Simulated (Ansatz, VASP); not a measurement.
**One calculation of In, two programs**

The input POSCAR:

```
In
1.0
    3.4755506516      0.0000000000      0.0000000000
   -1.7377753258      3.0099151564      0.0000000000
    0.0000000000      0.0000000000     11.2588212521
In
4
Direct
    1.0000000000      0.0000000000      1.0000000000
    1.0000000000      0.0000000000      0.5000000000
    0.3333333333      0.6666666667      0.2500000000
    0.6666666667      0.3333333333      0.7500000000
```

The input INCAR.step1:

```
SYSTEM = In
PREC = Accurate ; ENCUT = 520
ISMEAR = -1 ; SIGMA = 0.1
LREAL = .False. ; LASPH = .True.
NELM = 100 ; NBANDS = 34
GGA = PE ; ALGO = Normal
EDIFF = 1E-4 ; LWAVE = .True.
LCHARG = .False.
```

Contents of INCAR.step2:

```
SYSTEM = In
PREC = Accurate ; ENCUT = 520
EDIFF = 1E-7 ; ISMEAR = -1
SIGMA = 0.1 ; LREAL = .False.
LASPH = .True. ; NELM = 100
ALGO = Normal ; ISIF = 2
LWAVE = .False. ; LCHARG = .True.
METAGGA = R2SCAN ; LMIXTAU = .True.
LELF = .True. ; LVHAR = .True.
NBANDS = 34 ; ISTART = 1
```

File KPOINTS:

```
regular mesh
0
Gamma
  12 12 4
  0 0 0
```

Input for Ansatz:

```yaml
crystal:
  lattice:
    - [3.4755506516, 0.0, 0.0]
    - [-1.7377753258, 3.0099151564, 0.0]
    - [0.0, 0.0, 11.2588212521]
  atoms:
    - { symbol: In, position: [1.0, 0.0, 1.0] }
    - { symbol: In, position: [1.0, 0.0, 0.5] }
    - { symbol: In, position: [0.3333333333, 0.6666666667, 0.25] }
    - { symbol: In, position: [0.6666666667, 0.3333333333, 0.75] }
hamiltonian:
  xc: r2scan
  pseudopotentials:
    kind: paw
    azcp:
      In: "pseudopotentials/In.paw.azcp"
basis:
  ecutwfc: 500
  fft_grid_basis: typed
kpoints:
  mp_grid: { grid: [12, 12, 4], shift: [0, 0, 0] }
magnetization:
  spin_polarized: false
scf:
  occupations: { method: fermi_dirac, width: 0.1 }
  lower_state_search: "off"
output:
  stress: true
```

Alike in both runs: task single point; functional r2SCAN; k mesh 12 × 12 × 4; occupations fermi-dirac, width 0.1 eV; no spin polarisation.

|  | VASP | Ansatz |
| --- | --- | --- |
| version | VASP 6.6.1 | Ansatz 0.2.0 |
| potentials or method | VASP PAW PBE potentials, release 64 (In_d), cutoff 520 eV | plane waves (500 eV) with PAW, scalar-relativistic |
| valence electrons in the cell | 52 | 52 |

|  | VASP | Ansatz | Ansatz less VASP |
| --- | --- | --- | --- |
| pressure (GPa) | -3.5 | -3.5 | 0.00 |

VASP's potentials were made for PBE, not for r2SCAN.
